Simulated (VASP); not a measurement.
Input of a VASP 6.6.1 run:

INCAR

```
SYSTEM = KBr
PREC = Accurate
ENCUT = 520
EDIFF = 1E-7
ISMEAR = -1
SIGMA = 0.02
LREAL = Auto
LASPH = .TRUE.
NELM = 100
ALGO = Normal
ISIF = 2
LWAVE = .FALSE.
LCHARG = .TRUE.
GGA = PE
LELF = .TRUE.
LVHAR = .TRUE.
NBANDS = 78
```

File KPOINTS:

```
Automatic mesh
0
G
  1 1 1
  0 0 0
```

POSCAR

```
KBr
1.0
    8.0869980000      0.0000000000      0.0000000000
    0.0000000000     -8.0869980000      0.0000000000
    0.0000000000      0.0000000000     -8.0869980000
K Br
8 8
Direct
    0.0680670380      0.4973180406      0.5212044074
    0.0621736273      0.4919122028     -0.0227010072
   -0.0575302479     -0.0113562536      0.4810368446
   -0.0589211225     -0.0037546689      0.0437953614
    0.5590115145      0.5186950708      0.4653375703
    0.5696426536      0.4811241452      0.0136974190
    0.4085230391      0.0042664781      0.5098287399
    0.4624092896      0.0279201256     -0.0097862025
    0.1690198266      0.2381732999      0.2547576987
    0.3480465804      0.3111793771      0.7503937802
    0.3498985656      0.7492918880      0.2271778724
    0.1371910813      0.7852127576      0.7569033651
    0.6606230149      0.1912660297      0.2702855868
    0.8462375037      0.2663019083      0.7711527813
    0.8448570162      0.6755721963      0.2351620465
    0.6375814610      0.7800052628      0.7329863319
```

Potentials or basis: VASP PAW PBE potentials, release 64 (K_sv, Br).

Launch:

```bash
$ cat potpaw_PBE.64/K_sv/POTCAR potpaw_PBE.64/Br/POTCAR > POTCAR
$ mpirun -np 1 vasp_gam > vasp.out
```

(1) Estimate the largest force.

(2) Estimate the pressure.

(3) What does it give for the band gap on the k mesh?

Results:

(1) 0.616 eV/Å.

(2) 2.7 GPa.

(3) 3.91 eV.

Caveat: the k points lie up to 0.78 Å⁻¹ apart.
